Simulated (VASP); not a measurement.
# TaN in VASP: further runs, part 2 of 2

VASP 6.6.1. Earlier steps stand in the parts before.

## 3. Single point, PBE

INCAR

```
SYSTEM = TaN
ALGO = Normal
EDIFF = 1E-7
ENCUT = 520
GGA = PE
ISIF = 2
ISMEAR = -1
ISYM = 0
LASPH = .True.
LCHARG = .False.
LREAL = Auto
LWAVE = .False.
NBANDS = 78
NELM = 100
PREC = Accurate
SIGMA = 0.3447
```

KPOINTS

```
Automatic mesh
0
Gamma
  1 1 1
  0.25 0.25 0.25
```

POSCAR

```
TaN
1.0
    5.9152850000      0.1408810000      0.0440940000
    0.1408810000      5.6478040000     -0.2198280000
    0.0440940000     -0.2198280000      5.5198490000
Ta N
8 8
Direct
    0.4913682429      0.2580854348      0.1899457782
    0.1292056443      0.2269425780      0.6349592424
    0.5085750019      0.8782322208      0.8277699130
    0.5459286009      0.7055190425      0.2901870439
   -0.0595102128      0.4388080650      0.1256440788
    0.9577951651      0.9394203775      0.1641979487
    0.0205408870      0.7262798633      0.7643163644
    0.6261428956      0.3402100994      0.6453527190
    0.8876877167      0.2326089687      0.3905062008
    0.6277795642      0.5912561551      0.9671656500
    0.8287396306      0.7303123873      0.5107215190
    0.1979783156      1.1253386988      0.9317820650
    0.2523881634      0.6336821452      1.1219510307
    0.7054953565      0.1473396625      0.9147625725
    0.4257448735      1.0441267651      0.4499730888
    0.3236860840      0.5673198367      0.5645207271
```

Potentials or basis: VASP PAW PBE potentials, release 64 (Ta_pv, N).

Launch:

```
cat potpaw_PBE.64/Ta_pv/POTCAR potpaw_PBE.64/N/POTCAR > POTCAR
mpirun -np 1 vasp_std > vasp.out
```

OUTCAR:

```text
SYSTEM = TaN
   EDIFF = 1E-7
   ENCUT = 520
   GGA = PE
   ISIF = 2
   ISMEAR = -1
   ISYM = 0
   LASPH = .True.
   LREAL = Auto
   NELM = 100
   PREC = Accurate

 ion  position               nearest neighbor table
   1  0.491  0.258  0.190-  15 1.99  14 2.01  12 2.38  10 2.49  13 2.55   4 2.58   9 2.61   8 2.66
                             3 2.82   5 2.92   8 3.18   4 3.22   6 3.22   2 3.26   5 3.40
   2  0.129  0.227  0.635-  12 1.82   9 1.98  15 2.19  16 2.34   7 2.90   8 3.01   8 3.04   5 3.05
                             7 3.07   6 3.16   3 3.17   1 3.26   5 3.33
   3  0.509  0.878  0.828-  10 1.96  14 1.99  12 2.29  15 2.40  16 2.50  11 2.62   4 2.81   1 2.82
                             8 2.98   4 3.05   7 3.07   7 3.12   2 3.17   8 3.17   6 3.28
   4  0.546  0.706  0.290-  10 1.90  13 2.03  11 2.09  15 2.13  16 2.21   1 2.58   3 2.81   5 2.82
[... 263 lines left out ...]

 VOLUME and BASIS-vectors are now :
 -----------------------------------------------------------------------------
  energy-cutoff  :      520.00
  volume of cell :      184.00
      direct lattice vectors                 reciprocal lattice vectors
     5.915285000  0.140881000  0.044094000     0.169166816 -0.004278993 -0.001521760
     0.140881000  5.647804000 -0.219828000    -0.004278993  0.177443090  0.007100853
     0.044094000 -0.219828000  5.519849000    -0.001521760  0.007100853  0.181459324

 POSITION                                       TOTAL-FORCE (eV/Angst)
 -----------------------------------------------------------------------------------
      2.95132      1.48508      1.01340        -3.503351     -1.504028     -1.727758
      0.82426      1.16035      3.46069         2.425211      2.359860     -4.028429
      3.16859      4.84976      4.39853        -1.936246     -0.208723     -2.996808
      3.34151      3.99775      1.47077        -1.151089      3.897097      3.890440
      5.63062      2.58318      0.63854         1.743855      0.348416     -2.964310
      5.80522      5.40450      0.74207         1.434161     -0.606613      3.560512
[... 8 lines left out ...]
      2.54446      0.21028      2.49286         0.051885      1.177657      2.744424
      2.01951      3.12561      3.00563         0.109563     -0.692393      1.633726
 -----------------------------------------------------------------------------------
    total drift:                                0.000603     -0.001152     -0.002586

  FREE ENERGIE OF THE ION-ELECTRON SYSTEM (eV)
  ---------------------------------------------------
  free  energy   TOTEN  =      -165.2578380171 eV

  energy  without entropy=     -162.3680533125  energy(sigma->0) =     -163.81294566
```

Run time: 40 s. Hardware: 1 thread of Intel Xeon 6975P-C (Granite Rapids), shared host; peak memory 0.28 GiB.

Results:

```
Free energy            : -165.2578 eV
Pressure               : 26.2 GPa
Largest force          : 5.993 eV/Å
Band gap on the k mesh : 0.36 eV
```

Forces on the atoms (eV/Å):
```
Ta  -3.503 -1.504 -1.728
Ta   2.425  2.360 -4.028
Ta  -1.936 -0.209 -2.997
Ta  -1.151  3.897  3.890
Ta   1.744  0.348 -2.964
Ta   1.434 -0.607  3.561
Ta   4.418 -1.397 -2.083
Ta   0.433  2.696  0.151
N   -2.599 -0.708  1.651
N    2.624 -3.141 -2.961
N   -3.921  0.584 -2.822
N    0.479 -2.897  5.224
N   -3.925  0.698 -0.758
N    3.318 -0.607  1.486
N    0.052  1.178  2.744
N    0.110 -0.692  1.634
```

Stress tensor (GPa, compression positive):
```
10.42 -3.50  1.35
-3.50 24.61  0.30
 1.35  0.30 43.65
```

Caveat: the k points lie up to 1.14 Å⁻¹ apart; spin-orbit coupling is left out, which moves the levels of the heavy elements.

## 4. Single point, PBE

INCAR

```
PREC = Accurate ; ENCUT = 520
EDIFF = 1E-7 ; ISMEAR = -1
SIGMA = 0.3447 ; LREAL = Auto
LASPH = T ; NELM = 100
ALGO = Normal ; ISIF = 2
LWAVE = F ; LCHARG = F
GGA = PE ; ISYM = 0
NBANDS = 78
```

KPOINTS is that of step 3.

POSCAR

```
TaN
1.0
    5.9152850000      0.1408810000      0.0440940000
    0.1408810000      5.6478040000     -0.2198280000
    0.0440940000     -0.2198280000      5.5198490000
Ta N
8 8
Direct
    0.3821640528      0.2160394764      0.2196183961
    0.2189654695      0.2062567488      0.7058598786
    0.5434575271      0.8462402351      0.7843169410
    0.4005199037      0.7394042794      0.3114393599
   -0.1084429466      0.4257239487      0.1849349008
    0.9846320336      0.8995001697      0.2655558075
    0.0597296465      0.7460465462      0.7433513491
    0.7231109827      0.4199194015      0.7209549005
    0.9478744268      0.1302130260      0.5564720872
    0.6997333231      0.6898539441      1.0347134807
    0.7920914651      0.6295858522      0.4667200348
    0.3418886147      0.9078414392      1.0807773422
    0.1841320660      0.5073816051      1.0468073609
    0.6931370754      0.1650757392      1.0776209790
    0.4785830889      1.1122334550      0.5241999216
    0.3348991902      0.5602346356      0.7068405702
```

Launch:

```
cat potpaw_PBE.64/Ta_pv/POTCAR potpaw_PBE.64/N/POTCAR > POTCAR
mpirun -np 1 vasp_std > vasp.out
```

Wall time 31 s (1 thread of Intel Xeon 6975P-C (Granite Rapids), shared host); peak memory 0.28 GiB.

The run converged. Its results:

| Item | Value |
| --- | --- |
| Free energy | -162.4476 eV |
| Pressure | 36.8 GPa |
| Largest force | 13.729 eV/Å |
| Band gap on the k mesh | 0.25 eV |

Forces on the atoms (eV/Å):
```
Ta   0.346  5.946 -1.448
Ta  -2.071  3.535  3.414
Ta  -0.714  4.652 -2.462
Ta   4.292 -8.395  9.980
Ta   1.102 -2.881  0.172
Ta  -2.497  0.436 -1.485
Ta  -2.066  0.983 -0.062
Ta  -2.985 -5.534  0.191
N   -3.633  0.276 -0.293
N    3.562 -1.889  1.262
N   -0.026  3.642  2.103
N   -6.098  3.861 -9.918
N    0.466 -1.340  2.774
N    0.610 -0.325 -1.588
N    4.892 -2.189 -0.540
N    4.822 -0.780 -2.099
```

Stress tensor (GPa, compression positive):
```
32.07 -5.70 -2.03
-5.70 36.32 -9.64
-2.03 -9.64 41.95
```

Levels at points of the mesh, in eV from the valence-band top:
```tsv
k point	band 60	band 61	band 62	band 63	band 64	band 65	band 66	band 67	band 68	band 69
(0.25, 0.25, 0.25)	-1.19	-0.92	-0.81	-0.39	0.00	0.25	0.56	0.84	0.98	1.43
```

Caveat: the k points lie up to 1.14 Å⁻¹ apart; spin-orbit coupling is left out, which moves the levels of the heavy elements.
